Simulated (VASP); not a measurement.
Set up this calculation in VASP 6.6.1, as the native input.

```
Task                   : single point
Functional             : r2SCAN
Potentials or basis    : VASP PAW PBE potentials, release 64 (B, N)
Cutoff                 : 520 eV
k mesh                 : 11 × 11 × 11
Occupations            : fermi-dirac, width 0.05 eV
Spin                   : no spin polarisation
Dipole correction      : no
Further INCAR settings : ALGO = Normal; EDIFF = 1e-07; NBANDS = 11
```

Crystal: BN.

```xyz
2
Lattice="0.0000 1.8029 1.8029 1.8029 0.0000 1.8029 1.8029 1.8029 0.0000" Properties=species:S:1:pos:R:3 pbc="T T T"
B     0.0000    0.0000    0.0000
N     0.9014    0.9014    0.9014
```

These files were run (other wordings do the same):

POSCAR

```
BN
1.0
    0.0000000000      1.8028980000      1.8028980000
    1.8028980000      0.0000000000      1.8028980000
    1.8028980000      1.8028980000      0.0000000000
B N
1 1
Direct
    0.0000000000      0.0000000000      0.0000000000
    0.2500000000      0.2500000000      0.2500000000
```

INCAR.step1

```
SYSTEM = BN
PREC     = Accurate       ! precision mode
ENCUT    = 520            ! plane-wave cutoff, eV
ISMEAR   = -1             ! smearing method
SIGMA    = 0.05           ! smearing width, eV
LREAL    = .False.        ! projectors in reciprocal space
LASPH    = .True.         ! aspherical terms in the spheres
NELM     = 80             ! most SCF steps
NBANDS   = 11             ! bands
GGA      = PE             ! functional
ALGO     = Normal         ! electronic algorithm
EDIFF    = 1E-4           ! SCF threshold, eV
LWAVE    = .True.         ! write WAVECAR
LCHARG   = .False.        ! write CHGCAR
```

INCAR.step2

```
SYSTEM = BN
PREC     = Accurate       ! precision mode
ENCUT    = 520            ! plane-wave cutoff, eV
EDIFF    = 1E-7           ! SCF threshold, eV
ISMEAR   = -1             ! smearing method
SIGMA    = 0.05           ! smearing width, eV
LREAL    = .False.        ! projectors in reciprocal space
LASPH    = .True.         ! aspherical terms in the spheres
NELM     = 80             ! most SCF steps
ALGO     = Normal         ! electronic algorithm
ISIF     = 2              ! what is computed and relaxed
LWAVE    = .False.        ! write WAVECAR
LCHARG   = .False.        ! write CHGCAR
METAGGA  = R2SCAN         ! meta-GGA
LMIXTAU  = .True.       
NBANDS   = 11             ! bands
ISTART   = 1
```

KPOINTS

```
regular mesh
0
Gamma
  11 11 11
  0 0 0
```

Potentials or basis: VASP PAW PBE potentials, release 64 (B, N).

Launch:

```bash
$ cat potpaw_PBE.64/B/POTCAR potpaw_PBE.64/N/POTCAR > POTCAR
$ cp INCAR.step1 INCAR
$ mpirun -np 1 vasp_std > vasp.out
$ cp INCAR.step2 INCAR
$ mpirun -np 1 vasp_std > vasp.out
```

It gave:

```
Pressure               : 2.4 GPa
Band gap on the k mesh : 5.09 eV, indirect (least direct gap 9.56 eV)
```

Caveat: the PAW data sets were made with another functional, which shifts forces and pressure a little.

Run time: 13 s on 1 thread of Intel(R) Xeon(R) 6975P-C (Granite Rapids), with other jobs on the host, peak memory 0.12 GiB.
